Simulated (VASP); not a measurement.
MgO:

```
CELL_PARAMETERS angstrom
0.00000 2.12450 2.12450
2.12450 0.00000 2.12450
2.12450 2.12450 0.00000
ATOMIC_POSITIONS crystal
Mg 0.00000 0.00000 0.00000
O 0.50000 0.50000 0.50000
```

```yaml
Program: VASP 6.6.1
Task: relaxation of cell and atoms
Functional: r2SCAN
Potentials_or_basis: VASP PAW PBE potentials, release 64 (Mg_sv, O)
Cutoff: 920 eV
k_mesh: 10 × 10 × 10
Occupations: gaussian, width 0.02 eV
Spin: no spin polarisation
```

At the start: pressure -4.4 GPa; volume 9.59 Å³/atom.

Q: How do energy, volume and symmetry change on relaxing?

A: Over 4 steps the energy falls by 3.6 meV/atom and the volume is 9.32 Å³/atom (-2.8 %); space group Fm-3m (No. 225, to 0.1 Å) before and after.

Step by step:
```
step  energy change (eV)  largest force (eV/Å)  pressure (GPa)  volume (Å³)
   1              0.0000                0.0000           -4.42        19.18
   2             -0.0062                0.0000            1.66        18.45
   3             -0.0073                0.0000           -0.15        18.65
   4             -0.0073                0.0000            0.00        18.64
```

Final structure:
```cif
data_structure
_symmetry_space_group_name_H-M 'P 1'
_symmetry_Int_Tables_number 1
_cell_length_a 2.9759
_cell_length_b 2.9759
_cell_length_c 2.9759
_cell_angle_alpha 60.000
_cell_angle_beta 60.000
_cell_angle_gamma 60.000
_cell_volume 18.64
loop_
_atom_site_label
_atom_site_type_symbol
_atom_site_fract_x
_atom_site_fract_y
_atom_site_fract_z
_atom_site_occupancy
Mg1 Mg 0.00000 0.00000 0.00000 1
O1 O 0.50000 0.50000 0.50000 1
```

Caveat: the PAW data sets were made with another functional, which shifts forces and pressure a little.
